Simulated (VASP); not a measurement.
# C3BrN (R-3c) in VASP: further runs

The runs below take C3BrN through single point, with PBE.

All numbers are computed with VASP 6.6.1; they aren't measurements. Logs are shortened: lines on timing, memory, paths and dates and some standing lists are left out, and cuts for length are marked.

**1. The cell of the first run**

It takes space group R-3c (No. 167, trigonal). Conventional cell: a = 4.600 Å, b = 4.600 Å, c = 17.120 Å, α = 90.00°, β = 90.00°, γ = 120.00°. Within 2.6 Å of C (site symmetry 2) lie 2 N at 1.96 Å and 2 Br at 2.10 to 2.50 Å and 4 C at 2.32 Å. Br (site symmetry 32) has 6 C at 2.10 to 2.50 Å within 2.8 Å. N (site symmetry -3) has 6 C at 1.96 Å within 2.6 Å.

**2. Single point, PBE**

Input file INCAR:

```
PREC = Accurate
ENCUT = 520
EDIFF = 1E-6
ISMEAR = 0
SIGMA = 0.1
LREAL = F
LASPH = T
NELM = 60
ALGO = Normal
ISIF = 2
LWAVE = F
LCHARG = F
GGA = PE
NBANDS = 35
```

Input file KPOINTS:

```
Automatic mesh
0
Gamma
  6 6 6
```

Input file POSCAR:

```
C3BrN
1.0
    2.2997910063      1.3277849566      5.7068248405
   -2.2997910063      1.3277849566      5.7068248405
    0.0000000000     -2.6555699131      5.7068248406
C Br N
6 2 2
Direct
    0.7074249319      0.7925750681      0.2500000000
    0.7925750681      0.2500000000      0.7074249319
    0.2925750681      0.2074249319      0.7500000000
    0.7500000000      0.2925750681      0.2074249319
    0.2074249319      0.7500000000      0.2925750681
    0.2500000000      0.7074249319      0.7925750681
    0.2500000000      0.2500000000      0.2500000000
    0.7500000000      0.7500000000      0.7500000000
    0.0000000000      0.0000000000      0.0000000000
    0.5000000000      0.5000000000      0.5000000000
```

Potentials or basis: VASP PAW PBE potentials, release 64 (C, Br, N).

The run is started by

```
> cat potpaw_PBE.64/C/POTCAR potpaw_PBE.64/Br/POTCAR potpaw_PBE.64/N/POTCAR > POTCAR
> mpirun -np 1 vasp_std > vasp.out
```

OUTCAR:

```text
PREC = Accurate
   ENCUT = 520
   EDIFF = 1E-6
   ISMEAR = 0
   LREAL = F
   LASPH = T
   NELM = 60
   ISIF = 2
   GGA = PE

 ion  position               nearest neighbor table
   1  0.707  0.793  0.250-   7 2.10
   2  0.793  0.250  0.707-   7 2.10
   3  0.293  0.207  0.750-   8 2.10
   4  0.750  0.293  0.207-   8 2.10
   5  0.207  0.750  0.293-   8 2.10
   6  0.250  0.707  0.793-   7 2.10
   7  0.250  0.250  0.250-   2 2.10   6 2.10   1 2.10
   8  0.750  0.750  0.750-   4 2.10   5 2.10   3 2.10
   9  0.000  0.000  0.000-
  10  0.500  0.500  0.500-

  LATTYP: Found a trigonal (rhomboedric) cell.
 ALAT       =     6.2944341544
 COS(alpha) =     0.7330110124

  Lattice vectors:

 A1 = (   2.2997910063,   1.3277849566,   5.7068248405)
 A2 = (  -2.2997910063,   1.3277849566,   5.7068248405)
 A3 = (   0.0000000000,  -2.6555699131,   5.7068248406)

Analysis of symmetry for initial positions (statically):
=====================================================================
 Subroutine PRICEL returns:
 Original cell was already a primitive cell.

 Routine SETGRP: Setting up the symmetry group for a
 trigonal (rhombohedral) supercell.

 Subroutine GETGRP returns: Found 12 space group operations
 (whereof  6 operations were pure point group operations)
 out of a pool of 12 trial point group operations.

The static configuration has the point symmetry S_6 .
 The point group associated with its full space group is D_3d.

Analysis of symmetry for dynamics (positions and initial velocities):
=====================================================================
 Subroutine PRICEL returns:
 Original cell was already a primitive cell.

 Routine SETGRP: Setting up the symmetry group for a
 trigonal (rhombohedral) supercell.

 Subroutine GETGRP returns: Found 12 space group operations
 (whereof  6 operations were pure point group operations)
 out of a pool of 12 trial point group operations.

The dynamic configuration has the point symmetry S_6 .
 The point group associated with its full space group is D_3d.

 Subroutine INISYM returns: Found 12 space group operations
 (whereof  6 operations are pure point group operations),
 and found     1 'primitive' translations

----------------------------------------------------------------------------------------
[... 109 lines left out ...]
   EDIFF  = 0.1E-05   stopping-criterion for ELM
   LREAL  =      F    real-space projection
   EDIFFG = 0.1E-04   stopping-criterion for IOM
   NSW    =      0    number of steps for IOM
   IBRION =     -1    ionic relax: 0-MD 1-quasi-New 2-CG
   NFREE  =      0    steps in history (QN), initial steepest desc. (CG)
   ISIF   =      2    stress and relaxation
   ISYM   =      2    0-nonsym 1-usesym 2-fastsym
   POTIM  = 0.5000    time-step for ionic-motion
   TEBEG  =    0.0;   TEEND  =   0.0 temperature during run
   PSTRESS=    0.0 pullay stress
   NELECT =      48.0000    total number of electrons
   NUPDOWN=      -1.0000    fix difference up-down
   EMIN   =  10.00;   EMAX   =-10.00  energy-range for DOS
   EFERMI =   0.00;   METHOD = LEGACY
   ISMEAR =     0;   SIGMA  =   0.10  broadening in eV -4-tet -1-fermi 0-gaus
   EFERMI_NEDOS =   21; number of points for ismear=-14 and -15
   IALGO  =     38    algorithm
   IMIX   =      4    mixing-type and parameters
     AMIX     =   0.40;   BMIX     =  1.00
     AMIX_MAG =   1.60;   BMIX_MAG =  1.00
  volume/ion in A,a.u.               =      10.46        70.56
  Fermi-wavevector in a.u.,A,eV,Ry     =   1.262897  2.386529 21.700053  1.594909
  Thomas-Fermi vector in A             =   2.396282
   LORBIT       =      0    0 simple, 1 ext, 2 COOP (PROOUT), +10 PAW based schemes
   GGA     = PE    functional components
   LHFCALC =     F    Hartree Fock is set to
   AEXX    =    0.0000 exact exchange contribution
   IVDW    =     0    specifies the selected vdW correction
   LEPSILON=     F    determine dielectric tensor
   LRPA    =     F    only Hartree local field effects (RPA)
 non-spin polarized calculation
 Gauss-broadening in eV      SIGMA  =   0.10
  energy-cutoff  :      520.00
  volume of cell :      104.56
 maximum number of plane-waves:      2842
   NGX = 23   NGY = 23   NGZ = 23

 number of electron      47.9999997 magnetization

 Free energy of the ion-electron system (eV)
  ---------------------------------------------------
  ext. energy  EPLUGINS =         0.00000000
  ---------------------------------------------------
  free energy    TOTEN  =       -39.60355675 eV

  energy without entropy =      -39.57829594  energy(sigma->0) =      -39.59092635

 E-fermi :   5.9648     XC(G=0): -11.4286

 val. band max:        5.9607163108   @ k =  -0.3333   0.3333   0.3333
 cond. band min:       5.9887894135   @ k =  -0.1667   0.3333   0.1667
 fundamental gap:      0.0280731028
 Fermi energy:         5.9648301219

 k-point     1 :       0.0000    0.0000    0.0000
  band No.  band energies     occupation
      1     -13.5060      2.00000
      2     -12.1122      2.00000
      3      -9.6545      2.00000
      4      -8.9118      2.00000
      5      -5.4646      2.00000
      6      -3.9558      2.00000
[... 901 lines left out ...]
     34       9.5338      0.00000
     35      10.0436      0.00000

 [... further k-points ...]
[... 5 lines left out ...]
  --------------------------------------------------------------------------------------
  -------------------------------------------------------------------------------------
  Total        0.1158690      0.1158690     -0.1155942      0.0000000     -0.0000000     -0.0000000
  in kB        1.7754811      1.7754811     -1.7712691      0.0000000     -0.0000000     -0.0000000
  external PRESSURE =       0.5932310 kB  Pullay stress =       0.0000000 kB

 VOLUME and BASIS-vectors are now :
 -----------------------------------------------------------------------------
  energy-cutoff  :      520.00
  volume of cell :      104.56
      direct lattice vectors                 reciprocal lattice vectors
     2.299791006  1.327784957  5.706824841     0.217411060  0.125522334  0.058409596
    -2.299791006  1.327784957  5.706824841    -0.217411060  0.125522334  0.058409596
     0.000000000 -2.655569913  5.706824841     0.000000000 -0.251044668  0.058409596

 POSITION                                       TOTAL-FORCE (eV/Angst)
 -----------------------------------------------------------------------------------
     -0.19583      1.32778      9.98694         0.038701     -0.000000     -0.000000
      1.24781     -0.49430      9.98694        -0.019351     -0.033516      0.000000
      0.19583     -1.32778      7.13353        -0.038701     -0.000000      0.000000
      1.05198      0.83348      7.13353         0.019351     -0.033516      0.000000
     -1.24781      0.49430      7.13353         0.019351      0.033516     -0.000000
     -1.05198     -0.83348      9.98694        -0.019351      0.033516     -0.000000
      0.00000      0.00000      4.28012        -0.000000      0.000000     -0.000000
      0.00000      0.00000     12.84036        -0.000000     -0.000000     -0.000000
      0.00000      0.00000      0.00000        -0.000000      0.000000     -0.000000
      0.00000      0.00000      8.56024        -0.000000      0.000000     -0.000000
 -----------------------------------------------------------------------------------
    total drift:                               -0.000000      0.000000     -0.000000

  FREE ENERGIE OF THE ION-ELECTRON SYSTEM (eV)
  ---------------------------------------------------
  free  energy   TOTEN  =       -39.6035567534 eV

  energy  without entropy=      -39.5782959368  energy(sigma->0) =      -39.59092635
```

stdout:

```text
POSCAR found type information on POSCAR C BrN
 POSCAR found :  3 types and      10 ions
 scaLAPACK will be used
 LDA part: xc-table for (Slater+PW92), standard interpolation
 POSCAR, INCAR and KPOINTS ok, starting setup
 FFT: planning ... GRIDC
 FFT: planning ... GRID_SOFT
 FFT: planning ... GRID
 WAVECAR not read
 entering main loop
```

It took 2.8 min on 1 thread of AMD EPYC 9R14 (Zen 4), shared host; peak memory 0.32 GiB.

What came out:

```yaml
Free_energy: -39.6036 eV
Pressure: 0.1 GPa
Largest_force: 0.039 eV/Å
Band_gap_on_the_k_mesh: zero (band 24 reaches 6.55 eV, above the bottom of band 25 at 5.68 eV)
```

Forces in eV/Å, atoms in the order of the input:
```
C    0.039  0.000  0.000
C   -0.019 -0.034  0.000
C   -0.039  0.000  0.000
C    0.019 -0.034  0.000
C    0.019  0.034  0.000
C   -0.019  0.034  0.000
Br   0.000  0.000  0.000
Br   0.000  0.000  0.000
N    0.000  0.000  0.000
N    0.000  0.000  0.000
```

Levels at points of the mesh, in eV from the Fermi level:
```tsv
k point	band 20	band 21	band 22	band 23	band 24	band 25	band 26	band 27	band 28	band 29
(0.00, 0.00, 0.00)	-2.20	-1.79	0.36	0.44	0.44	0.73	0.73	2.67	2.67	2.94
(0.50, 0.00, 0.00)	-2.78	-2.09	-2.09	-0.84	-0.84	0.16	0.16	0.73	0.73	1.02
(0.50, 0.50, 0.00)	-2.45	-2.09	-0.63	-0.37	0.09	0.51	0.67	0.87	1.29	1.41
(0.50, 0.50, 0.50)	-2.85	-2.85	-2.85	-0.36	-0.36	2.72	2.72	2.72	2.72	2.91
```

**3. Single point, PBE, collinear spin, ferromagnetic start**

This run uses another cell than the first one, of 10.49 Å³/atom, 1.003 times its volume.

Input file INCAR:

```
SYSTEM = C3BrN
PREC = Accurate
ENCUT = 520
EDIFF = 1E-6
ISMEAR = 0
SIGMA = 0.1
LREAL = .False.
LASPH = .True.
NELM = 150
ALGO = Normal
ISIF = 2
LWAVE = .False.
LCHARG = .False.
ISPIN = 2
MAGMOM = 0.43 0.43 0.43 0.43 0.43 0.43 0 0 0 0
LORBIT = 11
GGA = PE
NBANDS = 39
```

Input file KPOINTS:

```
regular mesh
0
Gamma
  3 3 3
  0 0 0
```

Input file POSCAR:

```
C3BrN
1.0
    2.3329026666      1.3469019825      5.5621762700
   -2.3329026666      1.3469019825      5.5621762700
    0.0000000000     -2.6938039652      5.5621762700
C Br N
6 2 2
Direct
    0.1967701143      0.3032298857      0.7500000000
    0.3032298857      0.7500000000      0.1967701143
    0.8032298857      0.6967701143      0.2500000000
    0.2500000000      0.8032298857      0.6967701143
    0.6967701143      0.2500000000      0.8032298857
    0.7500000000      0.1967701143      0.3032298857
    0.7500000000      0.7500000000      0.7500000000
    0.2500000000      0.2500000000      0.2500000000
    0.5000000000      0.5000000000      0.5000000000
    0.0000000000      0.0000000000      0.0000000000
```

Potentials or basis: VASP PAW PBE potentials, release 64 (C, Br, N).

The run is started by

```
> cat potpaw_PBE.64/C/POTCAR potpaw_PBE.64/Br/POTCAR potpaw_PBE.64/N/POTCAR > POTCAR
> mpirun -np 1 vasp_std > vasp.out
```

It took 90 s on 1 thread of AMD EPYC 9R14 (Zen 4), shared host; peak memory 0.37 GiB.

The run converged. Its results:

```yaml
Free_energy: -39.1630 eV
Pressure: 0.1 GPa
Largest_force: 0.016 eV/Å
Band_gap_on_the_k_mesh: zero (filled and empty bands overlap)
Net_moment: 0.00 μB per cell
Valence_electrons_inside_the_program's_atomic_spheres: C 2.09; Br 4.78; N 3.41
```

Forces on the atoms (eV/Å):
```
C    0.016  0.000  0.000
C   -0.008 -0.013  0.000
C   -0.016  0.000  0.000
C    0.008 -0.013  0.000
C    0.008  0.013  0.000
C   -0.008  0.013  0.000
Br   0.000  0.000  0.000
Br   0.000  0.000  0.000
N    0.000  0.000  0.000
N    0.000  0.000  0.000
```

Levels at points of the mesh, in eV from the Fermi level:
Spin up:
```tsv
k point	band 20	band 21	band 22	band 23	band 24	band 25	band 26	band 27
(0.00, 0.00, 0.00)	-1.80	-1.39	0.24	0.45	0.45	0.64	0.64	2.41
```
Spin down:
```csv
k point,band 21,band 22,band 23,band 24,band 25,band 26
"(0.00, 0.00, 0.00)",-1.39,0.24,0.45,0.45,0.64,0.64
```

Caveat: the k points lie up to 0.53 Å⁻¹ apart.
